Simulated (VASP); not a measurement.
# BP (F-43m) in VASP: a series of runs

BP is run at these levels: PBE+D3(BJ); tasks: single point, relaxation of cell and atoms.

Everything below comes from runs of VASP 6.6.1. Logs are shortened: lines on timing, memory, paths and dates and some standing lists are left out, and cuts for length are marked.

**1. The cell of the first run**

Symmetry: F-43m, No. 216, cubic system. Conventional cell: a = 4.507 Å, b = 4.507 Å, c = 4.507 Å, α = 90.00°, β = 90.00°, γ = 90.00°. Within 2.6 Å of B (site symmetry -43m) lie 4 P at 1.95 Å. P (site symmetry -43m) has 4 B at 1.95 Å within 2.6 Å.

**2. Single point, PBE+D3(BJ)**

Input file INCAR:

```
SYSTEM = BP
PREC     = Accurate       ! precision mode
ENCUT    = 520            ! plane-wave cutoff, eV
EDIFF    = 1E-6           ! SCF threshold, eV
ISMEAR   = 0              ! smearing method
SIGMA    = 0.02           ! smearing width, eV
LREAL    = .FALSE.        ! projectors in reciprocal space
LASPH    = .TRUE.         ! aspherical terms in the spheres
NELM     = 80             ! most SCF steps
ALGO     = Normal         ! electronic algorithm
ISIF     = 2              ! what is computed and relaxed
LWAVE    = .FALSE.        ! write WAVECAR
LCHARG   = .FALSE.        ! write CHGCAR
GGA      = PE             ! functional
IVDW     = 12             ! dispersion correction
NBANDS   = 11             ! bands
```

Input file KPOINTS:

```
Automatic mesh
0
G
  10 10 10
  0 0 0
```

Input file POSCAR:

```
BP
1.0
    0.0000000000      2.2536458900      2.2536458900
    2.2536458900      0.0000000000      2.2536458900
    2.2536458900      2.2536458900      0.0000000000
B P
1 1
Direct
    0.0000000000      0.0000000000      0.0000000000
    0.7500000000      0.7500000000      0.7500000000
```

Potentials or basis: VASP PAW PBE potentials, release 64 (B, P).

On the command line:

```console
cat potpaw_PBE.64/B/POTCAR potpaw_PBE.64/P/POTCAR > POTCAR
mpirun -np 1 vasp_std > vasp.out
```

OUTCAR:

```text
SYSTEM = BP
   PREC = Accurate
   ENCUT = 520
   EDIFF = 1E-6
   ISMEAR = 0
   LREAL = .FALSE.
   LASPH = .TRUE.
   NELM = 80
   ISIF = 2
   GGA = PE
   IVDW = 12
 IVDW          = 12

 ion  position               nearest neighbor table
   1  0.000  0.000  0.000-   2 1.95   2 1.95   2 1.95   2 1.95
   2  0.750  0.750  0.750-   1 1.95   1 1.95   1 1.95   1 1.95

  LATTYP: Found a face centered cubic cell.
 ALAT       =     4.5072917800

  Lattice vectors:

 A1 = (   0.0000000000,   2.2536458900,   2.2536458900)
 A2 = (   2.2536458900,   0.0000000000,   2.2536458900)
 A3 = (   2.2536458900,   2.2536458900,   0.0000000000)

Analysis of symmetry for initial positions (statically):
=====================================================================
 Subroutine PRICEL returns:
 Original cell was already a primitive cell.

 Routine SETGRP: Setting up the symmetry group for a
 face centered cubic supercell.

 Subroutine GETGRP returns: Found 24 space group operations
 (whereof 24 operations were pure point group operations)
 out of a pool of 48 trial point group operations.

The static configuration has the point symmetry T_d .

Analysis of symmetry for dynamics (positions and initial velocities):
=====================================================================
 Subroutine PRICEL returns:
 Original cell was already a primitive cell.

 Routine SETGRP: Setting up the symmetry group for a
 face centered cubic supercell.

 Subroutine GETGRP returns: Found 24 space group operations
 (whereof 24 operations were pure point group operations)
 out of a pool of 48 trial point group operations.

The dynamic configuration has the point symmetry T_d .

 Subroutine INISYM returns: Found 24 space group operations
 (whereof 24 operations are pure point group operations),
 and found     1 'primitive' translations

----------------------------------------------------------------------------------------

                                     Primitive cell

  volume of cell :      22.8922

  direct lattice vectors                    reciprocal lattice vectors
     0.000000000  2.253645890  2.253645890    -0.221862717  0.221862717  0.221862717
     2.253645890  0.000000000  2.253645890     0.221862717 -0.221862717  0.221862717
     2.253645890  2.253645890  0.000000000     0.221862717  0.221862717 -0.221862717

  length of vectors
     3.187136582  3.187136582  3.187136582     0.384277498  0.384277498  0.384277498

  position of ions in fractional coordinates (direct lattice)
     0.000000000  0.000000000  0.000000000
     0.750000000  0.750000000  0.750000000

  ion indices of the primitive-cell ions
   primitive index   ion index
                 1           1
                 2           2

----------------------------------------------------------------------------------------

 KPOINTS: Automatic mesh

Automatic generation of k-mesh.
 Grid dimensions read from file:
 generate k-points for:   10   10   10

 Generating k-lattice:

  Cartesian coordinates                     Fractional coordinates (reciprocal lattice)
    -0.022186272  0.022186272  0.022186272     0.100000000  0.000000000  0.000000000
     0.022186272 -0.022186272  0.022186272     0.000000000  0.100000000  0.000000000
     0.022186272  0.022186272 -0.022186272     0.000000000  0.000000000  0.100000000

  Length of vectors
     0.038427750  0.038427750  0.038427750

  Shift w.r.t. Gamma in fractional coordinates (k-lattice)
     0.000000000  0.000000000  0.000000000

 Subroutine IBZKPT returns following result:
 ===========================================

 Found     47 irreducible k-points:

 Following reciprocal coordinates:
            Coordinates               Weight
  0.000000  0.000000  0.000000      1.000000
  0.100000  0.000000  0.000000      8.000000
  0.200000  0.000000  0.000000      8.000000
  0.300000  0.000000  0.000000      8.000000
  0.400000  0.000000  0.000000      8.000000
  0.500000  0.000000  0.000000      4.000000
[... 16 lines left out ...]
  0.300000  0.300000  0.000000      6.000000
  0.400000  0.300000  0.000000     24.000000
 [... further k-points ...]
   k-points           NKPTS =     47   k-points in BZ     NKDIM =     47   number of bands    NBANDS=     11
   number of dos      NEDOS =    301   number of ions     NIONS =      2
   total plane-waves  NPLWV =  13824
   dimension x,y,z NGX =    24 NGY =   24 NGZ =   24
   dimension x,y,z NGXF=    48 NGYF=   48 NGZF=   48
   ions per type =               1   1
   NGX,Y,Z   is equivalent  to a cutoff of  12.52, 12.52, 12.52 a.u.
   NGXF,Y,Z  is equivalent  to a cutoff of  25.04, 25.04, 25.04 a.u.
 SYSTEM =  BP
   PREC   = accura    normal or accurate (medium, high low for compatibility)
   ISTART =      0    job   : 0-new  1-cont  2-samecut
   ICHARG =      2    charge: 1-file 2-atom 10-const
   ISPIN  =      1    spin polarized calculation?
   LNONCOLLINEAR =      F non collinear calculations
   LSORBIT =      F    spin-orbit coupling
   LASPH  =      T    aspherical Exc in radial PAW
   ENCUT  =  520.0 eV  38.22 Ry    6.18 a.u.   5.93  5.93  5.93*2*pi/ulx,y,z
   NELM   =     80;   NELMIN=  2; NELMDL= -5     # of ELM steps
   EDIFF  = 0.1E-05   stopping-criterion for ELM
   LREAL  =      F    real-space projection
   EDIFFG = 0.1E-04   stopping-criterion for IOM
   NSW    =      0    number of steps for IOM
   IBRION =     -1    ionic relax: 0-MD 1-quasi-New 2-CG
   NFREE  =      0    steps in history (QN), initial steepest desc. (CG)
   ISIF   =      2    stress and relaxation
   ISYM   =      2    0-nonsym 1-usesym 2-fastsym
   POTIM  = 0.5000    time-step for ionic-motion
   TEBEG  =    0.0;   TEEND  =   0.0 temperature during run
   PSTRESS=    0.0 pullay stress
   NELECT =       8.0000    total number of electrons
   NUPDOWN=      -1.0000    fix difference up-down
   EMIN   =  10.00;   EMAX   =-10.00  energy-range for DOS
   EFERMI =   0.00;   METHOD = LEGACY
   ISMEAR =     0;   SIGMA  =   0.02  broadening in eV -4-tet -1-fermi 0-gaus
   EFERMI_NEDOS =   21; number of points for ismear=-14 and -15
   IALGO  =     38    algorithm
   IMIX   =      4    mixing-type and parameters
     AMIX     =   0.40;   BMIX     =  1.00
     AMIX_MAG =   1.60;   BMIX_MAG =  1.00
  volume/ion in A,a.u.               =      11.45        77.24
  Fermi-wavevector in a.u.,A,eV,Ry     =   1.153123  2.179087 18.091582  1.329694
  Thomas-Fermi vector in A             =   2.289770
   LORBIT       =      0    0 simple, 1 ext, 2 COOP (PROOUT), +10 PAW based schemes
   GGA     = PE    functional components
   LHFCALC =     F    Hartree Fock is set to
   AEXX    =    0.0000 exact exchange contribution
   IVDW    =    12    specifies the selected vdW correction
   LEPSILON=     F    determine dielectric tensor
   LRPA    =     F    only Hartree local field effects (RPA)
 non-spin polarized calculation
 Gauss-broadening in eV      SIGMA  =   0.02
  energy-cutoff  :      520.00
  volume of cell :       22.89
 maximum number of plane-waves:       636
   NGX = 11   NGY = 11   NGZ = 11

 number of electron       8.0000001 magnetization

 Free energy of the ion-electron system (eV)
  ---------------------------------------------------
  ext. energy  EPLUGINS =         0.00000000
  ---------------------------------------------------
  free energy    TOTEN  =       -12.92257243 eV

  energy without entropy =      -12.92257243  energy(sigma->0) =      -12.92257243

 E-fermi :   7.8431     XC(G=0): -10.9951

 val. band max:        7.6755560224   @ k =   0.0000   0.0000   0.0000
 cond. band min:       8.8868061135   @ k =   0.4000   0.4000   0.0000
 fundamental gap:      1.2112500911
 Fermi energy:         7.8431255294

 k-point     1 :       0.0000    0.0000    0.0000
  band No.  band energies     occupation
      1      -7.9678      2.00000
      2       7.6756      2.00000
      3       7.6756      2.00000
      4       7.6756      2.00000
      5      11.1070      0.00000
      6      11.1070      0.00000
      7      11.1070      0.00000
      8      15.3621      0.00000
      9      19.3275      0.00000
     10      19.8627      0.00000
     11      19.8627      0.00000

 k-point     2 :       0.1000    0.0000    0.0000
  band No.  band energies     occupation
      1      -7.7846      2.00000
      2       6.3589      2.00000
      3       7.3755      2.00000
      4       7.3755      2.00000
      5      11.5227      0.00000
      6      11.5227      0.00000
      7      11.5640      0.00000
      8      15.8616      0.00000
      9      19.1655      0.00000
     10      19.1655      0.00000
     11      19.9075      0.00000

 k-point     3 :       0.2000    0.0000    0.0000
  band No.  band energies     occupation
      1      -7.2416      2.00000
      2       3.9870      2.00000
      3       6.8079      2.00000
      4       6.8079      2.00000
      5      11.7975      0.00000
      6      12.2502      0.00000
      7      12.2502      0.00000
      8      16.9736      0.00000
      9      18.5569      0.00000
     10      18.5569      0.00000
     11      20.7758      0.00000

 k-point     4 :       0.3000    0.0000    0.0000
  band No.  band energies     occupation
      1      -6.3682      2.00000
      2       1.5922      2.00000
      3       6.3125      2.00000
      4       6.3125      2.00000
      5      11.7256      0.00000
      6      12.5690      0.00000
      7      12.5690      0.00000
      8      17.7974      0.00000
      9      19.1564      0.00000
     10      19.1564      0.00000
     11      21.0714      0.00000
[... 239 lines left out ...]
 k-point    22 :      -0.2000    0.2000    0.0000
  band No.  band energies     occupation
      1      -6.0716      2.00000
      2       2.3780      2.00000
      3       3.4243      2.00000
      4       6.4151      2.00000
      5      12.2006      0.00000
      6      13.0462      0.00000
      7      14.1523      0.00000
      8      16.1581      0.00000
      9      17.1941      0.00000
     10      21.4462      0.00000
     11      23.7530      0.00000

 k-point    23 :       0.3000    0.3000    0.0000
  band No.  band energies     occupation
      1      -5.8158      2.00000
      2       2.8232      2.00000
      3       4.3953      2.00000
      4       4.3953      2.00000
      5       9.1843      0.00000
      6      11.5760      0.00000
      7      16.6698      0.00000
      8      16.6698      0.00000
      9      21.0044      0.00000
     10      22.1525      0.00000
     11      24.4784      0.00000

 k-point    24 :       0.4000    0.3000    0.0000
  band No.  band energies     occupation
      1      -4.9742      2.00000
      2       1.4713      2.00000
      3       3.5508      2.00000
      4       4.0963      2.00000
      5       9.4711      0.00000
      6      11.2926      0.00000
      7      17.2927      0.00000
      8      17.3060      0.00000
      9      21.9168      0.00000
     10      23.0545      0.00000
     11      25.0296      0.00000

 [... further k-points ...]

------------------------ aborting loop because EDIFF is reached ----------------------------------------

 Edisp (eV)   -0.66021

 E8    (eV) :    -0.2412

  FORCE on cell =-STRESS in cart. coord.  units (eV):
  Direction    XX          YY          ZZ          XY          YZ          ZX
  --------------------------------------------------------------------------------------
  -------------------------------------------------------------------------------------
  Total      -0.03402    -0.03402    -0.03402     0.00000     0.00000     0.00000
  in kB      -2.38114    -2.38114    -2.38114     0.00000     0.00000     0.00000
  external pressure =       -2.38 kB  Pullay stress =        0.00 kB

 VOLUME and BASIS-vectors are now :
 -----------------------------------------------------------------------------
  energy-cutoff  :      520.00
  volume of cell :       22.89
      direct lattice vectors                 reciprocal lattice vectors
     0.000000000  2.253645890  2.253645890    -0.221862717  0.221862717  0.221862717
     2.253645890  0.000000000  2.253645890     0.221862717 -0.221862717  0.221862717
     2.253645890  2.253645890  0.000000000     0.221862717  0.221862717 -0.221862717

 POSITION                                       TOTAL-FORCE (eV/Angst)
 -----------------------------------------------------------------------------------
      0.00000      0.00000      0.00000         0.000000      0.000000     -0.000000
      3.38047      3.38047      3.38047        -0.000000     -0.000000      0.000000
 -----------------------------------------------------------------------------------
    total drift:                               -0.000000     -0.000000     -0.000000

  FREE ENERGIE OF THE ION-ELECTRON SYSTEM (eV)
  ---------------------------------------------------
  free  energy   TOTEN  =       -13.5827829776 eV

  energy  without entropy=      -13.5827829776  energy(sigma->0) =      -13.58278298
```

Wall time 10 s (1 thread of Intel Xeon 8259CL, shared host); peak memory 0.15 GiB.

Results:

```yaml
Free_energy: -13.5828 eV
Pressure: -0.2 GPa
Band_gap_on_the_k_mesh: 1.21 eV, indirect (least direct gap 3.43 eV)
Dispersion_energy_per_atom: -0.330 eV
```

(Part 1 of 3 ends here.)
